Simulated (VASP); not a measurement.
A run of VASP 6.6.1 is set up as follows.

The input POSCAR:

```
Al3GaN4
1.0
    4.9968375118      0.0000000000     -0.0000855967
    0.0000000000      3.1018603882      0.0000000000
   -0.0034206650      0.0000000000      5.3701134672
Al Ga N
3 1 4
Direct
    0.5003661516      0.5000000000      0.1673164271
    0.0008110095      0.5000000000      0.8349678782
    0.0011513553      0.0000000000      0.3315728672
    0.4994638951      0.0000000000      0.6661451186
    0.1104694741      0.0000000000      0.6662999675
    0.1226416486      0.5000000000      0.1671654546
    0.6253138114      0.5000000000      0.8406887577
    0.6233816544      0.0000000000      0.3258445291
```

Contents of INCAR.step1:

```
SYSTEM = Al3GaN4
PREC = Accurate ; ENCUT = 520
ISMEAR = 0 ; SIGMA = 0.02
LREAL = .False. ; LASPH = .True.
NELM = 60 ; NBANDS = 31
GGA = PE ; ALGO = Normal
EDIFF = 1E-4 ; LWAVE = .True.
LCHARG = .False.
```

The input INCAR.step2:

```
SYSTEM = Al3GaN4
PREC = Accurate ; ENCUT = 520
EDIFF = 1E-7 ; ISMEAR = 0
SIGMA = 0.02 ; LREAL = .False.
LASPH = .True. ; NELM = 60
ALGO = Normal ; ISIF = 2
LWAVE = .False. ; LCHARG = .True.
METAGGA = R2SCAN ; LMIXTAU = .True.
LELF = .True. ; LVHAR = .True.
NBANDS = 31 ; ISTART = 1
```

Contents of KPOINTS:

```
regular mesh
0
Gamma
  6 8 4
  0 0 0
```

Potentials or basis: VASP PAW PBE potentials, release 64 (Al, Ga_d, N).

Command:

```bash
$ cat potpaw_PBE.64/Al/POTCAR potpaw_PBE.64/Ga_d/POTCAR potpaw_PBE.64/N/POTCAR > POTCAR
$ cp INCAR.step1 INCAR
$ mpirun -np 1 vasp_std > vasp.out
$ cp INCAR.step2 INCAR
$ mpirun -np 1 vasp_std > vasp.out
```

(1) Predict the band gap on the k mesh.

(2) Predict the largest force.

Answers

(1) 4.36 eV.

(2) 0.094 eV/Å.

Caveat: the PAW data sets were made with another functional, which shifts forces and pressure a little.
